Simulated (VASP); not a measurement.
Write the native input for VASP 6.6.1 that does the following.

| Item | Value |
| --- | --- |
| Task | single point |
| Functional | PBEsol |
| Potentials or basis | VASP PAW PBE potentials, release 64 (Al, Ga_d, N) |
| Cutoff | 600 eV |
| k mesh | 10 × 6 × 10 |
| Occupations | gaussian, width 0.02 eV |
| Spin | no spin polarisation |
| Dipole correction | no |
| Further INCAR settings | ALGO = Normal; EDIFF = 1e-06; NBANDS = 41 |

The structure of AlGa3N4 lies in POSCAR:

```
AlGa3N4
1.0
   -3.1845288191      0.0000000000      0.0000000000
    0.0000000000      5.5117751412     -0.0003116232
    1.5922644095     -2.7555902577     -5.0805334681
Al Ga N
1 3 4
Direct
    0.0014799333      0.3346745373      0.0029598667
    0.5008622789      0.8338497479      0.0017245577
    0.7496127958      0.4155316373      0.4992255916
    0.2516476744      0.9193831177      0.5032953488
    0.8147366123      0.1487239057      0.6294732246
    0.3100552976      0.6428662278      0.6201105951
    0.5574438647      0.2301273551      0.1148877295
    0.0601615430      0.7208434713      0.1203230860
```

This cell differs from its parent crystal: strained cell.

The input as run:

INCAR

```
  PREC = Accurate
  ENCUT = 600
  EDIFF = 1E-6
  ISMEAR = 0
  SIGMA = 0.02
  LREAL = F
  LASPH = T
  NELM = 120
  ALGO = Normal
  ISIF = 2
  LWAVE = F
  LCHARG = T
  GGA = PS
  LELF = T
  LVHAR = T
  NBANDS = 41
  GGA_COMPAT = F
```

KPOINTS

```
Automatic mesh
0
Gamma
  10 6 10
```

Potentials or basis: VASP PAW PBE potentials, release 64 (Al, Ga_d, N).

Command:

```console
$ cat potpaw_PBE.64/Al/POTCAR potpaw_PBE.64/Ga_d/POTCAR potpaw_PBE.64/N/POTCAR > POTCAR
$ mpirun -np 1 vasp_std > vasp.out
```

It gave:

```json
{
  "Pressure": "-0.4 GPa",
  "Largest force": "0.014 eV/Å",
  "Band gap on the k mesh": "2.36 eV"
}
```

Caveat: the cell differs from its parent crystal (strained cell); the PAW data sets were made with another functional, which shifts forces and pressure a little.

Run time: 20 min on 1 thread of Intel Xeon 8259CL (shared host), peak memory 0.7 GiB.
